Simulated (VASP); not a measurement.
# PbF2 (Fm-3m) in VASP: further runs

PbF2 is run at these levels: PBE+D3(BJ); tasks: phonons.

All numbers are computed with VASP 6.6.1; they aren't measurements. Logs are shortened: lines on timing, memory, paths and dates and some standing lists are left out, and cuts for length are marked.

**1. The cell of the first run**

It takes space group Fm-3m (No. 225, cubic). Conventional cell: a = 5.842 Å, b = 5.842 Å, c = 5.842 Å, α = 90.00°, β = 90.00°, γ = 90.00°. Pb (site symmetry m-3m) has 8 F at 2.53 Å within 3.3 Å. F (site symmetry -43m) has 4 Pb at 2.53 Å and 6 F at 2.92 Å within 3.3 Å.

**2. Phonons, PBE+D3(BJ)**

Contents of INCAR:

```
SYSTEM = PbF2
ALGO = Normal
EDIFF = 1E-8
ENCUT = 520
GGA = PE
IBRION = 6
ISIF = 2
ISMEAR = 0
IVDW = 12
LASPH = .TRUE.
LCHARG = .TRUE.
LREAL = .FALSE.
LWAVE = .FALSE.
NBANDS = 21
NELM = 60
NFREE = 2
NSW = 1
POTIM = 0.015
PREC = Accurate
SIGMA = 0.01
```

Contents of KPOINTS:

```
k-points
0
G
  8 8 8
  0 0 0
```

Contents of POSCAR:

```
PbF2
1.0
    0.0000000000      2.9207703229      2.9207703229
    2.9207703229      0.0000000000      2.9207703229
    2.9207703229      2.9207703229      0.0000000000
Pb F
1 2
Direct
    0.0000000000      0.0000000000      0.0000000000
    0.2500000000      0.2500000000      0.2500000000
    0.7500000000      0.7500000000      0.7500000000
```

Potentials or basis: VASP PAW PBE potentials, release 64 (Pb_d, F).

Run with:

```sh
$ cat potpaw_PBE.64/Pb_d/POTCAR potpaw_PBE.64/F/POTCAR > POTCAR
$ mpirun -np 1 vasp_std > vasp.out
```

OUTCAR:

```text
SYSTEM = PbF2
   EDIFF = 1E-8
   ENCUT = 520
   GGA = PE
   IBRION = 6
   ISIF = 2
   ISMEAR = 0
   IVDW = 12
   LASPH = .TRUE.
   LREAL = .FALSE.
   NELM = 60
   NFREE = 2
   NSW = 1
   POTIM = 0.015
   PREC = Accurate
 IVDW          = 12

 ion  position               nearest neighbor table
   1  0.000  0.000  0.000-   3 2.53   3 2.53   3 2.53   2 2.53   3 2.53   2 2.53   2 2.53   2 2.53

   2  0.250  0.250  0.250-   1 2.53   1 2.53   1 2.53   1 2.53
   3  0.750  0.750  0.750-   1 2.53   1 2.53   1 2.53   1 2.53

  LATTYP: Found a face centered cubic cell.
 ALAT       =     5.8415406458

  Lattice vectors:

 A1 = (   0.0000000000,   2.9207703229,   2.9207703229)
 A2 = (   2.9207703229,   0.0000000000,   2.9207703229)
 A3 = (   2.9207703229,   2.9207703229,   0.0000000000)

Analysis of symmetry for initial positions (statically):
=====================================================================
 Subroutine PRICEL returns:
 Original cell was already a primitive cell.

 Routine SETGRP: Setting up the symmetry group for a
 face centered cubic supercell.

 Subroutine GETGRP returns: Found 48 space group operations
 (whereof 48 operations were pure point group operations)
 out of a pool of 48 trial point group operations.

The static configuration has the point symmetry O_h .

Analysis of symmetry for dynamics (positions and initial velocities):
=====================================================================
 Subroutine PRICEL returns:
 Original cell was already a primitive cell.

 Routine SETGRP: Setting up the symmetry group for a
 face centered cubic supercell.

 Subroutine GETGRP returns: Found 48 space group operations
 (whereof 48 operations were pure point group operations)
 out of a pool of 48 trial point group operations.

The dynamic configuration has the point symmetry O_h .

 Subroutine INISYM returns: Found 48 space group operations
 (whereof 48 operations are pure point group operations),
 and found     1 'primitive' translations

----------------------------------------------------------------------------------------

                                     Primitive cell

  volume of cell :      49.8336

  direct lattice vectors                    reciprocal lattice vectors
     0.000000000  2.920770323  2.920770323    -0.171187716  0.171187716  0.171187716
     2.920770323  0.000000000  2.920770323     0.171187716 -0.171187716  0.171187716
     2.920770323  2.920770323  0.000000000     0.171187716  0.171187716 -0.171187716

  length of vectors
     4.130593003  4.130593003  4.130593003     0.296505821  0.296505821  0.296505821

  position of ions in fractional coordinates (direct lattice)
     0.000000000  0.000000000  0.000000000
     0.250000000  0.250000000  0.250000000
     0.750000000  0.750000000  0.750000000

  ion indices of the primitive-cell ions
   primitive index   ion index
                 1           1
                 2           2
                 3           3

----------------------------------------------------------------------------------------

 KPOINTS: k-points

Automatic generation of k-mesh.
 Grid dimensions read from file:
 generate k-points for:    8    8    8

 Generating k-lattice:

  Cartesian coordinates                     Fractional coordinates (reciprocal lattice)
    -0.021398464  0.021398464  0.021398464     0.125000000  0.000000000  0.000000000
     0.021398464 -0.021398464  0.021398464     0.000000000  0.125000000  0.000000000
     0.021398464  0.021398464 -0.021398464     0.000000000  0.000000000  0.125000000

  Length of vectors
     0.037063228  0.037063228  0.037063228

  Shift w.r.t. Gamma in fractional coordinates (k-lattice)
     0.000000000  0.000000000  0.000000000

 Subroutine IBZKPT returns following result:
 ===========================================

 Found     29 irreducible k-points:

 Following reciprocal coordinates:
            Coordinates               Weight
  0.000000  0.000000  0.000000      1.000000
  0.125000  0.000000  0.000000      8.000000
  0.250000  0.000000  0.000000      8.000000
  0.375000  0.000000  0.000000      8.000000
  0.500000  0.000000  0.000000      4.000000
  0.125000  0.125000  0.000000      6.000000
[... 16 lines left out ...]
  0.500000  0.250000  0.125000     48.000000
 -0.375000  0.250000  0.125000     24.000000
 [... further k-points ...]
   k-points           NKPTS =     29   k-points in BZ     NKDIM =     29   number of bands    NBANDS=     21
   number of dos      NEDOS =    301   number of ions     NIONS =      3
   total plane-waves  NPLWV =  32768
   dimension x,y,z NGX =    32 NGY =   32 NGZ =   32
   dimension x,y,z NGXF=    64 NGYF=   64 NGZF=   64
   ions per type =               1   2
   NGX,Y,Z   is equivalent  to a cutoff of  12.88, 12.88, 12.88 a.u.
   NGXF,Y,Z  is equivalent  to a cutoff of  25.76, 25.76, 25.76 a.u.
 SYSTEM =  PbF2
   PREC   = accura    normal or accurate (medium, high low for compatibility)
   ISTART =      0    job   : 0-new  1-cont  2-samecut
   ICHARG =      2    charge: 1-file 2-atom 10-const
   ISPIN  =      1    spin polarized calculation?
   LNONCOLLINEAR =      F non collinear calculations
   LSORBIT =      F    spin-orbit coupling
   LASPH  =      T    aspherical Exc in radial PAW
   ENCUT  =  520.0 eV  38.22 Ry    6.18 a.u.   7.68  7.68  7.68*2*pi/ulx,y,z
   NELM   =     60;   NELMIN=  2; NELMDL= -5     # of ELM steps
   EDIFF  = 0.1E-07   stopping-criterion for ELM
   LREAL  =      F    real-space projection
   EDIFFG = 0.1E-06   stopping-criterion for IOM
   NSW    =     73    number of steps for IOM
   IBRION =      6    ionic relax: 0-MD 1-quasi-New 2-CG
   NFREE  =      2    steps in history (QN), initial steepest desc. (CG)
   ISIF   =      2    stress and relaxation
   ISYM   =      2    0-nonsym 1-usesym 2-fastsym
   POTIM  = 0.0150    time-step for ionic-motion
   TEBEG  =    0.0;   TEEND  =   0.0 temperature during run
   PSTRESS=    0.0 pullay stress
   NELECT =      28.0000    total number of electrons
   NUPDOWN=      -1.0000    fix difference up-down
   EMIN   =  10.00;   EMAX   =-10.00  energy-range for DOS
   EFERMI =   0.00;   METHOD = LEGACY
   ISMEAR =     0;   SIGMA  =   0.01  broadening in eV -4-tet -1-fermi 0-gaus
   EFERMI_NEDOS =   21; number of points for ismear=-14 and -15
   IALGO  =     38    algorithm
   IMIX   =      4    mixing-type and parameters
     AMIX     =   0.40;   BMIX     =  1.00
     AMIX_MAG =   1.60;   BMIX_MAG =  1.00
  volume/ion in A,a.u.               =      16.61       112.10
  Fermi-wavevector in a.u.,A,eV,Ry     =   1.350890  2.552813 24.829337  1.824905
  Thomas-Fermi vector in A             =   2.478357
   LORBIT       =      0    0 simple, 1 ext, 2 COOP (PROOUT), +10 PAW based schemes
   GGA     = PE    functional components
   LHFCALC =     F    Hartree Fock is set to
   AEXX    =    0.0000 exact exchange contribution
   IVDW    =    12    specifies the selected vdW correction
   LEPSILON=     F    determine dielectric tensor
   LRPA    =     F    only Hartree local field effects (RPA)
 finite differences with symmetry
 non-spin polarized calculation
 Gauss-broadening in eV      SIGMA  =   0.01
  energy-cutoff  :      520.00
  volume of cell :       49.83
 maximum number of plane-waves:      1363
   NGX = 15   NGY = 15   NGZ = 15

--------------------------------------- Ionic step        1  -------------------------------------------

 number of electron      27.9999986 magnetization

 Free energy of the ion-electron system (eV)
  ---------------------------------------------------
  ext. energy  EPLUGINS =         0.00000000
  ---------------------------------------------------
  free energy    TOTEN  =       -14.26978816 eV

  energy without entropy =      -14.26978816  energy(sigma->0) =      -14.26978816

------------------------ aborting loop because EDIFF is reached ----------------------------------------

 Edisp (eV)   -0.48058

 E8    (eV) :    -0.2066
[... 155 lines left out ...]
--------------------------------------- Ionic step        5  -------------------------------------------

 number of electron      27.9999988 magnetization

 Free energy of the ion-electron system (eV)
  ---------------------------------------------------
  ext. energy  EPLUGINS =         0.00000000
  ---------------------------------------------------
  free energy    TOTEN  =       -14.26942991 eV

  energy without entropy =      -14.26942991  energy(sigma->0) =      -14.26942991

 E-fermi :   2.4994     XC(G=0):  -9.6267

 val. band max:        2.4507184002   @ k =   0.5000   0.2500  -0.2500
 cond. band min:       6.8522921967   @ k =   0.5000   0.5000   0.0000
 fundamental gap:      4.4015737965
 Fermi energy:         2.4993581306

 k-point     1 :       0.0000    0.0000    0.0000
  band No.  band energies     occupation
      1     -19.0242      2.00000
      2     -18.3229      2.00000
      3     -12.0560      2.00000
      4     -12.0554      2.00000
      5     -12.0551      2.00000
      6     -11.9778      2.00000
[... 565 lines left out ...]
     20      18.8135      0.00000
     21      19.1731      0.00000

 [... further k-points ...]

------------------------ aborting loop because EDIFF is reached ----------------------------------------

 Edisp (eV)   -0.48058

 E8    (eV) :    -0.2066
[... 26 lines left out ...]
  FREE ENERGIE OF THE ION-ELECTRON SYSTEM (eV)
  ---------------------------------------------------
  free  energy   TOTEN  =       -14.7500129221 eV

  energy  without entropy=      -14.7500129221  energy(sigma->0) =      -14.75001292

 INTERNAL STRAIN TENSORS FROM DISPLACED ATOMS
 ============================================

 INTERNAL STRAIN TENSOR FOR ION    1 for displacements in x,y,z  (eV/Angst):
          X           Y           Z          XY          YZ          ZX
  --------------------------------------------------------------------------------
  x     0.00000     0.00000     0.00000     0.00000     0.00000     0.00000
  y     0.00000     0.00000     0.00000     0.00000     0.00000     0.00000
  z     0.00000     0.00000     0.00000     0.00000     0.00000     0.00000

 INTERNAL STRAIN TENSOR FOR ION    3 for displacements in x,y,z  (eV/Angst):
          X           Y           Z          XY          YZ          ZX
  --------------------------------------------------------------------------------
  x     0.00000    -0.00000     0.00000     0.00000     4.12637     0.00000
  y    -0.00000     0.00000     0.00000     0.00000     0.00000     4.12637
  z     0.00000     0.00000     0.00000     4.12637     0.00000     0.00000

 Eigenvectors and eigenvalues of the dynamical matrix
 ----------------------------------------------------

   1 f  =    8.151042 THz    51.214510 2PiTHz  271.889508 cm-1    33.709988 meV
             X         Y         Z           dx          dy          dz
      0.000000  0.000000  0.000000     0.000000    0.000000   -0.000000
      1.460385  1.460385  1.460385     0.699863    0.100957    0.000000
      4.381155  4.381155  4.381155    -0.699863   -0.100957   -0.000000
[... 43 lines left out ...]
   9 f/i=    0.001965 THz     0.012349 2PiTHz    0.065561 cm-1     0.008129 meV
             X         Y         Z           dx          dy          dz
      0.000000  0.000000  0.000000     0.675765    0.622443   -0.024752
      1.460385  1.460385  1.460385     0.204883    0.188717   -0.007504
      4.381155  4.381155  4.381155     0.204883    0.188717   -0.007504

 ELASTIC MODULI CONTR FROM IONIC RELAXATION (kBar)
 Direction    XX          YY          ZZ          XY          YZ          ZX
 --------------------------------------------------------------------------------
 XX          -0.0000     -0.0000      0.0000     -0.0000     -0.0000      0.0000
 YY          -0.0000     -0.0000      0.0000     -0.0000      0.0000     -0.0000
 ZZ           0.0000      0.0000     -0.0000      0.0000     -0.0000     -0.0000
 XY          -0.0000     -0.0000      0.0000   -211.9929      0.0000      0.0000
 YZ          -0.0000      0.0000     -0.0000      0.0000   -211.9929      0.0000
 ZX           0.0000     -0.0000     -0.0000      0.0000      0.0000   -211.9929
 --------------------------------------------------------------------------------
```

It took 3.7 min on 1 thread of Intel Xeon Platinum 8259CL at 2.50GHz (Skylake/Cascade Lake), shared host; peak memory 0.29 GiB.

Results:

```
Highest phonon frequency at Γ, LO-TO splitting left out : 272 cm⁻¹
Dispersion energy per atom                              : -0.160 eV
```

Phonon frequencies in cm⁻¹ (negative: imaginary):
| q point | frequencies |
| --- | --- |
| (0.000, 0.000, 0.000) | 0 0 0 143 143 143 272 272 272 |

Caveat: the cell wasn't relaxed at this level first, which shifts response properties; spin-orbit coupling is left out, which moves the levels of the heavy elements.

**3. Phonons, PBE+D3(BJ) (phonons at volume x 0.98)**

Contents of INCAR:

```
SYSTEM = PbF2
PREC = Accurate ; ENCUT = 520
EDIFF = 1E-8 ; ISMEAR = 0
SIGMA = 0.01 ; LREAL = .FALSE.
LASPH = .TRUE. ; NELM = 100
ALGO = Normal ; ISIF = 2
LWAVE = .FALSE. ; LCHARG = .FALSE.
GGA = PE ; IVDW = 12
NBANDS = 21 ; IBRION = 6
NFREE = 2 ; POTIM = 0.015
NSW = 1
```

Contents of KPOINTS:

```
Automatic mesh
0
G
  8 8 8
  0 0 0
```

Contents of POSCAR:

```
PbF2
1.0
    0.0000000000      2.9611842379      2.9611842379
    2.9611842379      0.0000000000      2.9611842379
    2.9611842379      2.9611842379      0.0000000000
Pb F
1 2
Direct
    0.0000000000      0.0000000000      0.0000000000
    0.2500000000      0.2500000000      0.2500000000
    0.7500000000      0.7500000000      0.7500000000
```

Potentials or basis: VASP PAW PBE potentials, release 64 (Pb_d, F).

Run with:

```sh
$ cat potpaw_PBE.64/Pb_d/POTCAR potpaw_PBE.64/F/POTCAR > POTCAR
$ mpirun -np 1 vasp_std > vasp.out
```

OUTCAR:

```text
SYSTEM = PbF2
   PREC = Accurate
   ENCUT = 520
   EDIFF = 1E-8
   ISMEAR = 0
   LREAL = .FALSE.
   LASPH = .TRUE.
   NELM = 100
   ISIF = 2
   GGA = PE
   IVDW = 12
   IBRION = 6
   NFREE = 2
   POTIM = 0.015
   NSW = 1
 IVDW          = 12

 ion  position               nearest neighbor table
   1  0.000  0.000  0.000-   2 2.56   3 2.56   3 2.56   3 2.56   3 2.56   2 2.56   2 2.56   2 2.56

   2  0.250  0.250  0.250-   1 2.56   1 2.56   1 2.56   1 2.56
   3  0.750  0.750  0.750-   1 2.56   1 2.56   1 2.56   1 2.56

  LATTYP: Found a face centered cubic cell.
 ALAT       =     5.9223684758

  Lattice vectors:

 A1 = (   0.0000000000,   2.9611842379,   2.9611842379)
 A2 = (   2.9611842379,   0.0000000000,   2.9611842379)
 A3 = (   2.9611842379,   2.9611842379,   0.0000000000)

Analysis of symmetry for initial positions (statically):
=====================================================================
 Subroutine PRICEL returns:
 Original cell was already a primitive cell.

 Routine SETGRP: Setting up the symmetry group for a
 face centered cubic supercell.

 Subroutine GETGRP returns: Found 48 space group operations
 (whereof 48 operations were pure point group operations)
 out of a pool of 48 trial point group operations.

The static configuration has the point symmetry O_h .

Analysis of symmetry for dynamics (positions and initial velocities):
=====================================================================
 Subroutine PRICEL returns:
 Original cell was already a primitive cell.

[... 159 lines left out ...]

------------------------ aborting loop because EDIFF is reached ----------------------------------------

 Edisp (eV)   -0.46154

 E8    (eV) :    -0.1988
[... 155 lines left out ...]
--------------------------------------- Ionic step        5  -------------------------------------------

 number of electron      28.0000004 magnetization

 Free energy of the ion-electron system (eV)
  ---------------------------------------------------
  ext. energy  EPLUGINS =         0.00000000
  ---------------------------------------------------
  free energy    TOTEN  =       -14.33139761 eV

  energy without entropy =      -14.33139761  energy(sigma->0) =      -14.33139761

 E-fermi :   2.0009     XC(G=0):  -9.4188

 val. band max:        1.9210782925   @ k =   0.5000   0.2500  -0.2500
 cond. band min:       6.3357987607   @ k =   0.5000   0.5000   0.0000
 fundamental gap:      4.4147204683
 Fermi energy:         2.0009128189

 k-point     1 :       0.0000    0.0000    0.0000
  band No.  band energies     occupation
      1     -19.1984      2.00000
      2     -18.5729      2.00000
      3     -12.5207      2.00000
      4     -12.5199      2.00000
      5     -12.5193      2.00000
      6     -12.4622      2.00000
[... 565 lines left out ...]
     20      18.0123      0.00000
     21      18.4706      0.00000

 [... further k-points ...]

------------------------ aborting loop because EDIFF is reached ----------------------------------------

 Edisp (eV)   -0.46154

 E8    (eV) :    -0.1988
[... 26 lines left out ...]
  FREE ENERGIE OF THE ION-ELECTRON SYSTEM (eV)
  ---------------------------------------------------
  free  energy   TOTEN  =       -14.7929347152 eV

  energy  without entropy=      -14.7929347152  energy(sigma->0) =      -14.79293472

 INTERNAL STRAIN TENSORS FROM DISPLACED ATOMS
 ============================================

 INTERNAL STRAIN TENSOR FOR ION    1 for displacements in x,y,z  (eV/Angst):
          X           Y           Z          XY          YZ          ZX
  --------------------------------------------------------------------------------
  x     0.00000     0.00000     0.00000     0.00000     0.00000     0.00000
  y     0.00000     0.00000     0.00000     0.00000     0.00000     0.00000
  z     0.00000     0.00000     0.00000     0.00000     0.00000     0.00000

 INTERNAL STRAIN TENSOR FOR ION    3 for displacements in x,y,z  (eV/Angst):
          X           Y           Z          XY          YZ          ZX
  --------------------------------------------------------------------------------
  x     0.00000     0.00000     0.00000     0.00000     3.06009     0.00000
  y     0.00000    -0.00000    -0.00000     0.00000     0.00000     3.06009
  z     0.00000     0.00000    -0.00000     3.06009     0.00000     0.00000

 Eigenvectors and eigenvalues of the dynamical matrix
 ----------------------------------------------------

   1 f  =    7.635314 THz    47.974096 2PiTHz  254.686677 cm-1    31.577109 meV
             X         Y         Z           dx          dy          dz
      0.000000  0.000000  0.000000    -0.000000   -0.000000   -0.000000
      1.480592  1.480592  1.480592     0.131562    0.694760    0.000000
      4.441776  4.441776  4.441776    -0.131562   -0.694760    0.000000
[... 43 lines left out ...]
   9 f/i=    0.005189 THz     0.032602 2PiTHz    0.173077 cm-1     0.021459 meV
             X         Y         Z           dx          dy          dz
      0.000000  0.000000  0.000000    -0.244239    0.031142    0.886260
      1.480592  1.480592  1.480592    -0.073662    0.009392    0.267293
      4.441776  4.441776  4.441776    -0.073662    0.009392    0.267293

 ELASTIC MODULI CONTR FROM IONIC RELAXATION (kBar)
 Direction    XX          YY          ZZ          XY          YZ          ZX
 --------------------------------------------------------------------------------
 XX          -0.0000     -0.0000      0.0000     -0.0000     -0.0000     -0.0000
 YY          -0.0000     -0.0000     -0.0000     -0.0000     -0.0000      0.0000
 ZZ           0.0000     -0.0000     -0.0000      0.0000     -0.0000      0.0000
 XY          -0.0000     -0.0000      0.0000   -127.5038      0.0000      0.0000
 YZ          -0.0000     -0.0000     -0.0000      0.0000   -127.5038     -0.0000
 ZX          -0.0000      0.0000      0.0000      0.0000     -0.0000   -127.5038
 --------------------------------------------------------------------------------
```

Wall time 3 min (1 thread of Intel Xeon Platinum 8259CL at 2.50GHz (Skylake/Cascade Lake), shared host); peak memory 0.3 GiB.

Results:

```yaml
Highest_phonon_frequency_at_Γ_LO-TO_splitting_left_out: 255 cm⁻¹
Dispersion_energy_per_atom: -0.154 eV
```

Phonon frequencies in cm⁻¹ (negative: imaginary):
```tsv
q point	frequencies
(0.000, 0.000, 0.000)	0 0 0 120 120 120 255 255 255
```

Caveat: the cell differs from its parent crystal (phonons at volume x 0.98); the cell wasn't relaxed at this level first, which shifts response properties; spin-orbit coupling is left out, which moves the levels of the heavy elements.
